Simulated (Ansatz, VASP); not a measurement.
One calculation of Bi, two programs

File INCAR:

```
SYSTEM = Bi
PREC = Accurate ; ENCUT = 520
EDIFF = 1E-7 ; ISMEAR = 0
SIGMA = 0.15 ; LREAL = .False.
LASPH = .True. ; NELM = 80
ALGO = Fast ; ISIF = 2
LWAVE = .False. ; LCHARG = .False.
GGA = PS ; NBANDS = 22
```

The input KPOINTS:

```
Automatic mesh
0
Gamma
  12 12 4
  0 0 0
```

The input POSCAR:

```
Bi
1.0
    4.4028302907      0.0000000000      0.0000000000
   -2.2014151454      3.8129628803      0.0000000000
    0.0000000000      0.0000000000     12.1838700000
Bi
2
Direct
    0.3333333333      0.6666666667      0.2500000000
    0.6666666667      0.3333333333      0.7500000000
```

Input for Ansatz:

```yaml
crystal:
  lattice:
    - [4.4028302907, 0.0, 0.0]
    - [-2.2014151454, 3.8129628803, 0.0]
    - [0.0, 0.0, 12.18387]
  atoms:
    - { symbol: Bi, position: [0.3333333333, 0.6666666667, 0.25] }
    - { symbol: Bi, position: [0.6666666667, 0.3333333333, 0.75] }
basis:
  ecutwfc: 420
kpoints:
  mp_grid: { grid: [12, 12, 4] }
hamiltonian:
  xc: pbesol
scf:
  occupations: { method: gaussian, width: 0.15 }
output:
  forces: true
  stress: true
  eigenvalues: true
```

Change from the starting cell: strain -0.030 along x and y, +0.030 along z, atoms carried along.

Alike in both runs: task single point; functional PBEsol; k mesh 12 × 12 × 4; occupations gaussian, width 0.15 eV; no spin polarisation.

|  | VASP | Ansatz |
| --- | --- | --- |
| version | VASP 6.6.1 | Ansatz 0.2.0 |
| potentials or method | VASP PAW PBE potentials, release 64 (Bi_d), cutoff 520 eV | scalar-relativistic, plane waves, PAW |
| valence electrons in the cell | 30 | 30 |

|  | VASP | Ansatz | Ansatz less VASP |
| --- | --- | --- | --- |
| gap on the k mesh at the Fermi level (eV) | none | none | - |
| pressure (GPa) | -3.8 | -3.7 | +0.02 |
| traceless stress, the component that is largest in VASP (GPa) | 3.48 | 3.49 | +0.003 |

VASP's potentials were made for PBE, not for PBEsol. A gap of «none» marks a metal or a gap that the smearing closes. The functional is the same, so the differences come from potentials, cutoffs and numerics.

Spin-orbit coupling is off throughout.
